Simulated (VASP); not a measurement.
# Ho4Pd (Pm-3m) in VASP: a series of runs

Runs on Ho4Pd. Level: PBE. Tasks: single point.

Program: VASP 6.6.1. These are calculated values, not measurements. Logs are shortened: lines on timing, memory, paths and dates and some standing lists are left out, and cuts for length are marked.

**1. The cell of the first run**

The structure is cubic, space group Pm-3m (No. 221). The conventional cell has a = 4.663 Å, b = 4.663 Å, c = 4.663 Å, α = 90.00°, β = 90.00°, γ = 90.00°. Within 3.1 Å of Ho (site symmetry 4/mmm) lie 2 Pd at 2.33 Å. Within 4.3 Å of Ho (site symmetry m-3m) lie 12 Ho at 3.30 Å and 8 Pd at 4.04 Å. Pd (site symmetry m-3m) has 6 Ho at 2.33 Å within 3.1 Å.

The cell was built from a structure type or drawn by symmetry, and may not be a known phase.

**2. Single point, PBE**

INCAR

```
ALGO = Normal
EDIFF = 1E-6
ENCUT = 500
GGA = PE
GGA_COMPAT = False
ISIF = 2
ISMEAR = 0
LASPH = True
LCHARG = True
LELF = True
LMAXMIX = 6
LREAL = False
LVHAR = True
LWAVE = False
NBANDS = 31
NELM = 200
PREC = Accurate
SIGMA = 0.1
```

KPOINTS

```
k-points
0
Gamma
  4 4 4
```

POSCAR

```
Ho4Pd
1.0
    4.6630098500      0.0000000000      0.0000000000
    0.0000000000      4.6630098500      0.0000000000
    0.0000000000      0.0000000000      4.6630098500
Ho Pd
4 1
Direct
    0.0000000000      0.5000000000      0.5000000000
    0.5000000000      0.5000000000      0.0000000000
    0.5000000000      0.0000000000      0.5000000000
    0.0000000000      0.0000000000      0.0000000000
    0.5000000000      0.5000000000      0.5000000000
```

Potentials or basis: VASP PAW PBE potentials, release 64 (Ho_3, Pd), 4f in core.

On the command line:

```
> cat potpaw_PBE.64/Ho_3/POTCAR potpaw_PBE.64/Pd/POTCAR > POTCAR
> mpirun -np 1 vasp_std > vasp.out
```

OUTCAR:

```text
EDIFF = 1E-6
   ENCUT = 500
   GGA = PE
   ISIF = 2
   ISMEAR = 0
   LASPH = True
   LREAL = False
   NELM = 200
   PREC = Accurate

 ion  position               nearest neighbor table
   1  0.000  0.500  0.500-   5 2.33   5 2.33   4 3.30   2 3.30   2 3.30   4 3.30   3 3.30   4 3.30
                             4 3.30   2 3.30   3 3.30   3 3.30   2 3.30   3 3.30
   2  0.500  0.500  0.000-   5 2.33   5 2.33   4 3.30   1 3.30   1 3.30   3 3.30   3 3.30   3 3.30
                             4 3.30   3 3.30   1 3.30   4 3.30   1 3.30   4 3.30
   3  0.500  0.000  0.500-   5 2.33   5 2.33   4 3.30   1 3.30   2 3.30   4 3.30   1 3.30   2 3.30
                             2 3.30   2 3.30   1 3.30   4 3.30   4 3.30   1 3.30
   4  0.000  0.000  0.000-   1 3.30   2 3.30   3 3.30   1 3.30   3 3.30   1 3.30   2 3.30   1 3.30
                             2 3.30   3 3.30   3 3.30   2 3.30
   5  0.500  0.500  0.500-   1 2.33   2 2.33   3 2.33   2 2.33   3 2.33   1 2.33

  LATTYP: Found a simple cubic cell.
 ALAT       =     4.6630098500

  Lattice vectors:

 A1 = (   4.6630098500,   0.0000000000,   0.0000000000)
 A2 = (   0.0000000000,   4.6630098500,   0.0000000000)
 A3 = (   0.0000000000,   0.0000000000,   4.6630098500)

Analysis of symmetry for initial positions (statically):
=====================================================================
 Subroutine PRICEL returns:
 Original cell was already a primitive cell.

 Routine SETGRP: Setting up the symmetry group for a
 simple cubic supercell.

 Subroutine GETGRP returns: Found 48 space group operations
 (whereof 48 operations were pure point group operations)
 out of a pool of 48 trial point group operations.

The static configuration has the point symmetry O_h .

Analysis of symmetry for dynamics (positions and initial velocities):
=====================================================================
 Subroutine PRICEL returns:
 Original cell was already a primitive cell.

 Routine SETGRP: Setting up the symmetry group for a
 simple cubic supercell.

 Subroutine GETGRP returns: Found 48 space group operations
 (whereof 48 operations were pure point group operations)
 out of a pool of 48 trial point group operations.

The dynamic configuration has the point symmetry O_h .

 Subroutine INISYM returns: Found 48 space group operations
 (whereof 48 operations are pure point group operations),
 and found     1 'primitive' translations

----------------------------------------------------------------------------------------

                                     Primitive cell

  volume of cell :     101.3909

  direct lattice vectors                    reciprocal lattice vectors
     4.663009850  0.000000000  0.000000000     0.214453761  0.000000000  0.000000000
     0.000000000  4.663009850  0.000000000     0.000000000  0.214453761  0.000000000
     0.000000000  0.000000000  4.663009850     0.000000000  0.000000000  0.214453761

  length of vectors
     4.663009850  4.663009850  4.663009850     0.214453761  0.214453761  0.214453761

  position of ions in fractional coordinates (direct lattice)
     0.000000000  0.500000000  0.500000000
     0.500000000  0.500000000  0.000000000
     0.500000000  0.000000000  0.500000000
     0.000000000  0.000000000  0.000000000
     0.500000000  0.500000000  0.500000000

  ion indices of the primitive-cell ions
   primitive index   ion index
                 1           1
                 2           2
                 3           3
                 4           4
                 5           5

----------------------------------------------------------------------------------------

 KPOINTS: k-points

Automatic generation of k-mesh.
 Grid dimensions read from file:
 generate k-points for:    4    4    4

 Generating k-lattice:

  Cartesian coordinates                     Fractional coordinates (reciprocal lattice)
     0.053613440  0.000000000  0.000000000     0.250000000  0.000000000  0.000000000
     0.000000000  0.053613440  0.000000000     0.000000000  0.250000000  0.000000000
     0.000000000  0.000000000  0.053613440     0.000000000  0.000000000  0.250000000

  Length of vectors
     0.053613440  0.053613440  0.053613440

  Shift w.r.t. Gamma in fractional coordinates (k-lattice)
     0.000000000  0.000000000  0.000000000

 Subroutine IBZKPT returns following result:
 ===========================================

 Found     10 irreducible k-points:

 Following reciprocal coordinates:
            Coordinates               Weight
  0.000000  0.000000  0.000000      1.000000
  0.250000  0.000000  0.000000      6.000000
  0.500000  0.000000  0.000000      3.000000
  0.250000  0.250000  0.000000     12.000000
  0.500000  0.250000  0.000000     12.000000
  0.500000  0.500000  0.000000      3.000000
  0.250000  0.250000  0.250000      8.000000
  0.500000  0.250000  0.250000     12.000000
  0.500000  0.500000  0.250000      6.000000
  0.500000  0.500000  0.500000      1.000000
   k-points           NKPTS =     10   k-points in BZ     NKDIM =     10   number of bands    NBANDS=     31
   number of dos      NEDOS =    301   number of ions     NIONS =      5
   total plane-waves  NPLWV =  46656
   dimension x,y,z NGX =    36 NGY =   36 NGZ =   36
   dimension x,y,z NGXF=    72 NGYF=   72 NGZF=   72
   ions per type =               4   1
   NGX,Y,Z   is equivalent  to a cutoff of  12.83, 12.83, 12.83 a.u.
   NGXF,Y,Z  is equivalent  to a cutoff of  25.67, 25.67, 25.67 a.u.
 SYSTEM =  unknown system
   PREC   = accura    normal or accurate (medium, high low for compatibility)
   ISTART =      0    job   : 0-new  1-cont  2-samecut
   ICHARG =      2    charge: 1-file 2-atom 10-const
   ISPIN  =      1    spin polarized calculation?
   LNONCOLLINEAR =      F non collinear calculations
   LSORBIT =      F    spin-orbit coupling
   LASPH  =      T    aspherical Exc in radial PAW
   ENCUT  =  500.0 eV  36.75 Ry    6.06 a.u.   8.50  8.50  8.50*2*pi/ulx,y,z
   NELM   =    200;   NELMIN=  2; NELMDL= -5     # of ELM steps
   EDIFF  = 0.1E-05   stopping-criterion for ELM
   LREAL  =      F    real-space projection
   EDIFFG = 0.1E-04   stopping-criterion for IOM
   NSW    =      0    number of steps for IOM
   IBRION =     -1    ionic relax: 0-MD 1-quasi-New 2-CG
   NFREE  =      0    steps in history (QN), initial steepest desc. (CG)
   ISIF   =      2    stress and relaxation
   ISYM   =      2    0-nonsym 1-usesym 2-fastsym
   POTIM  = 0.5000    time-step for ionic-motion
   TEBEG  =    0.0;   TEEND  =   0.0 temperature during run
   PSTRESS=    0.0 pullay stress
   NELECT =      46.0000    total number of electrons
   NUPDOWN=      -1.0000    fix difference up-down
   EMIN   =  10.00;   EMAX   =-10.00  energy-range for DOS
   EFERMI =   0.00;   METHOD = LEGACY
   ISMEAR =     0;   SIGMA  =   0.10  broadening in eV -4-tet -1-fermi 0-gaus
   EFERMI_NEDOS =   21; number of points for ismear=-14 and -15
   IALGO  =     38    algorithm
   IMIX   =      4    mixing-type and parameters
     AMIX     =   0.40;   BMIX     =  1.00
     AMIX_MAG =   1.60;   BMIX_MAG =  1.00
  volume/ion in A,a.u.               =      20.28       136.84
  Fermi-wavevector in a.u.,A,eV,Ry     =   1.257943  2.377168 21.530154  1.582422
  Thomas-Fermi vector in A             =   2.391577
   LORBIT       =      0    0 simple, 1 ext, 2 COOP (PROOUT), +10 PAW based schemes
   GGA     = PE    functional components
   LHFCALC =     F    Hartree Fock is set to
   AEXX    =    0.0000 exact exchange contribution
   IVDW    =     0    specifies the selected vdW correction
   LEPSILON=     F    determine dielectric tensor
   LRPA    =     F    only Hartree local field effects (RPA)
 non-spin polarized calculation
 Gauss-broadening in eV      SIGMA  =   0.10
  energy-cutoff  :      500.00
  volume of cell :      101.39
 maximum number of plane-waves:      2612
 NGX is ok and might be reduce to    36
   NGX = 17   NGY = 17   NGZ = 17

 number of electron      46.0000017 magnetization

 Free energy of the ion-electron system (eV)
  ---------------------------------------------------
  ext. energy  EPLUGINS =         0.00000000
  ---------------------------------------------------
  free energy    TOTEN  =       -16.79521341 eV

  energy without entropy =      -16.75045996  energy(sigma->0) =      -16.77283668

 E-fermi :   6.0747     XC(G=0): -11.6067

 val. band max:        6.0708520546   @ k =   0.2500   0.0000   0.0000
 cond. band min:       6.1184219380   @ k =   0.5000   0.2500   0.0000
 fundamental gap:      0.0475698834
 Fermi energy:         6.0746778598

 k-point     1 :       0.0000    0.0000    0.0000
  band No.  band energies     occupation
      1     -18.1179      2.00000
      2     -18.1179      2.00000
      3     -18.1179      2.00000
      4     -17.4939      2.00000
      5     -17.4939      2.00000
      6     -17.4939      2.00000
[... 23 lines left out ...]
     30       9.5828      0.00000
     31      11.8748      0.00000

 k-point     2 :       0.2500    0.0000    0.0000
  band No.  band energies     occupation
      1     -18.1401      2.00000
      2     -18.0373      2.00000
      3     -18.0373      2.00000
      4     -17.5371      2.00000
      5     -17.5267      2.00000
      6     -17.5267      2.00000
[... 23 lines left out ...]
     30       9.6546      0.00000
     31      10.4715      0.00000

 k-point     3 :       0.5000    0.0000    0.0000
  band No.  band energies     occupation
      1     -18.2087      2.00000
      2     -17.9148      2.00000
      3     -17.9148      2.00000
      4     -17.6224      2.00000
      5     -17.6224      2.00000
      6     -17.4163      2.00000
[... 227 lines left out ...]
     30       8.0085      0.00000
     31       8.0966      0.00000

 k-point    10 :       0.5000    0.5000    0.5000
  band No.  band energies     occupation
      1     -18.7538      2.00000
      2     -18.0459      2.00000
      3     -18.0459      2.00000
      4     -18.0459      2.00000
      5     -17.9017      2.00000
      6     -17.9017      2.00000
[... 23 lines left out ...]
     30       8.0245      0.00000
     31       8.0437      0.00000

------------------------ aborting loop because EDIFF is reached ----------------------------------------

  FORCE on cell =-STRESS in cart. coord.  units (eV):
  Direction    XX          YY          ZZ          XY          YZ          ZX
  --------------------------------------------------------------------------------------
  -------------------------------------------------------------------------------------
  Total       34.6578081     34.6578081     34.6578081     -0.0000000      0.0000000     -0.0000000
  in kB      547.6620871    547.6620871    547.6620871     -0.0000000      0.0000000     -0.0000000
  external PRESSURE =     547.6620871 kB  Pullay stress =       0.0000000 kB

 VOLUME and BASIS-vectors are now :
 -----------------------------------------------------------------------------
  energy-cutoff  :      500.00
  volume of cell :      101.39
      direct lattice vectors                 reciprocal lattice vectors
     4.663009850  0.000000000  0.000000000     0.214453761  0.000000000  0.000000000
     0.000000000  4.663009850  0.000000000     0.000000000  0.214453761  0.000000000
     0.000000000  0.000000000  4.663009850     0.000000000  0.000000000  0.214453761

 POSITION                                       TOTAL-FORCE (eV/Angst)
 -----------------------------------------------------------------------------------
      0.00000      2.33150      2.33150         0.000000      0.000000      0.000000
      2.33150      2.33150      0.00000         0.000000      0.000000      0.000000
      2.33150      0.00000      2.33150         0.000000      0.000000      0.000000
      0.00000      0.00000      0.00000         0.000000      0.000000      0.000000
      2.33150      2.33150      2.33150         0.000000      0.000000      0.000000
 -----------------------------------------------------------------------------------
    total drift:                                0.000000      0.000000      0.000000

  FREE ENERGIE OF THE ION-ELECTRON SYSTEM (eV)
  ---------------------------------------------------
  free  energy   TOTEN  =       -16.7952134108 eV

  energy  without entropy=      -16.7504599586  energy(sigma->0) =      -16.77283668
```

It took 32 s on 1 thread of Intel Xeon Platinum 8375C at 2.90GHz (Ice Lake), shared host; peak memory 0.21 GiB.

Results:

```yaml
Free_energy: -16.7952 eV
Pressure: 54.8 GPa
Band_gap_on_the_k_mesh: zero (bands 23 and 24 overlap by 1.45 eV)
```

Levels at points of the mesh, in eV from the Fermi level:
```
           k point  band 21  band 22  band 23  band 24  band 25  band 26
(0.00, 0.00, 0.00)    -2.55    -0.18    -0.18    -0.18     3.18     3.18
(0.50, 0.00, 0.00)    -1.09    -0.18    -0.10    -0.10     1.31     1.46
(0.50, 0.50, 0.00)    -1.32    -0.52     0.25     0.25     0.31     0.62
(0.50, 0.50, 0.50)    -2.73     1.27     1.27     1.27     1.35     1.39
```

Caveat: the cell stands under pressure; spin-orbit coupling is left out, which moves the levels of the heavy elements; the 4f electrons are frozen in the core, so they carry no moment and show no levels.

**3. Single point, PBE**

This run uses another cell than the first one, of 31.77 Å³/atom.

Changes to INCAR since step 2:

```diff
@@ -8,7 +8,5 @@
 LASPH = True
-LCHARG = True
-LELF = True
+LCHARG = False
 LMAXMIX = 6
 LREAL = False
-LVHAR = True
 LWAVE = False
```

KPOINTS is that of step 2.

Changes to POSCAR since step 2:

```diff
@@ -2,5 +2,5 @@
 1.0
-    4.6630098500      0.0000000000      0.0000000000
-    0.0000000000      4.6630098500      0.0000000000
-    0.0000000000      0.0000000000      4.6630098500
+    5.4156780384      0.0000000000      0.0000000000
+    0.0000000000      5.4156780384      0.0000000000
+    0.0000000000      0.0000000000      5.4156780384
 Ho Pd
```

Potentials or basis: VASP PAW PBE potentials, release 64 (Ho_3, Pd), 4f in core.

On the command line:

```
> cat potpaw_PBE.64/Ho_3/POTCAR potpaw_PBE.64/Pd/POTCAR > POTCAR
> mpirun -np 1 vasp_std > vasp.out
```

It took 38 s on 1 thread of Intel Xeon Platinum 8375C at 2.90GHz (Ice Lake), shared host; peak memory 0.25 GiB.

It converged, with:

```
Free energy            : -23.9093 eV
Pressure               : 0.3 GPa
Band gap on the k mesh : zero (bands 23 and 24 overlap by 0.55 eV)
```

Levels at points of the mesh, in eV from the Fermi level:
```tsv
k point	band 18	band 19	band 20	band 21	band 22	band 23	band 24	band 25	band 26	band 27
(0.00, 0.00, 0.00)	-4.47	-2.62	-1.51	-1.51	0.07	0.07	0.07	1.02	1.02	1.02
(0.50, 0.00, 0.00)	-3.42	-3.34	-1.13	-0.64	-0.19	-0.19	0.21	0.75	0.76	0.76
(0.50, 0.50, 0.00)	-2.61	-2.30	-2.30	-1.77	-0.22	0.26	0.27	0.35	0.35	0.54
(0.50, 0.50, 0.50)	-2.47	-2.47	-2.47	-2.12	-1.27	0.40	0.40	0.40	0.97	0.97
```

Caveat: spin-orbit coupling is left out, which moves the levels of the heavy elements; the 4f electrons are frozen in the core, so they carry no moment and show no levels.
